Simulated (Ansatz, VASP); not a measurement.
One calculation of NaI, two programs

File INCAR:

```
PREC = Accurate ; ENCUT = 520
EDIFF = 1E-7 ; ISMEAR = -1
SIGMA = 0.02 ; LREAL = False
LASPH = True ; NELM = 100
ALGO = Normal ; ISIF = 2
LWAVE = False ; LCHARG = False
NBANDS = 14
```

Contents of KPOINTS:

```
regular mesh
0
Gamma
  8 8 8
```

Contents of POSCAR:

```
NaI
1.0
    0.0000000000      3.2789890945      3.2789890945
    3.2789890945      0.0000000000      3.2789890945
    3.2789890945      3.2789890945      0.0000000000
Na I
1 1
Direct
    0.0000000000      0.0000000000      0.0000000000
    0.5000000000      0.5000000000      0.5000000000
```

Input for Ansatz:

```yaml
crystal:
  lattice:
    - [0.0, 3.2789890945, 3.2789890945]
    - [3.2789890945, 0.0, 3.2789890945]
    - [3.2789890945, 3.2789890945, 0.0]
  atoms:
    - { symbol: Na, position: [0.0, 0.0, 0.0] }
    - { symbol: I, position: [0.5, 0.5, 0.5] }
kpoints:
  mp_grid: { grid: [8, 8, 8] }
  band_path:
    path:
      - [0.0, 0.0, 0.0]
      - [0.5, 0.0, 0.5]
      - [0.625, 0.25, 0.625]
      - [0.375, 0.375, 0.75]
      - [0.0, 0.0, 0.0]
      - [0.5, 0.5, 0.5]
      - [0.5, 0.25, 0.75]
      - [0.5, 0.0, 0.5]
    npoints: 5
scf:
  occupations: { method: fermi_dirac, width: 0.02 }
hamiltonian:
  xc: lda
  pseudopotentials: { kind: all_electron, lapw: { basis_error: 0.001 } }
output:
  forces: true
  stress: true
  eigenvalues: true
```

Change from the starting cell: volume scaled by 1.04.

Alike in both runs: task single point; functional LDA; k mesh 8 × 8 × 8; occupations fermi-dirac, width 0.02 eV; no spin polarisation.

|  | VASP | Ansatz |
| --- | --- | --- |
| version | VASP 6.6.1 | Ansatz 0.2.0 |
| potentials or method | VASP PAW LDA potentials, release 64 (Na_pv, I), cutoff 520 eV | all-electron LAPW, scalar-relativistic |

Ansatz gave:

```
gap on the k mesh at the Fermi level (eV) : 3.23
pressure (GPa)                            : -2.1
```

Q: What did VASP give for the same quantities?

A: gap on the k mesh at the Fermi level (eV): 3.25; pressure (GPa): -2.1.

LDA's correlation is that of Perdew and Zunger in VASP and of Perdew and Wang (1992) in Ansatz. Ansatz ran all-electron here, and VASP with PAW potentials.

Spin-orbit coupling is off throughout.
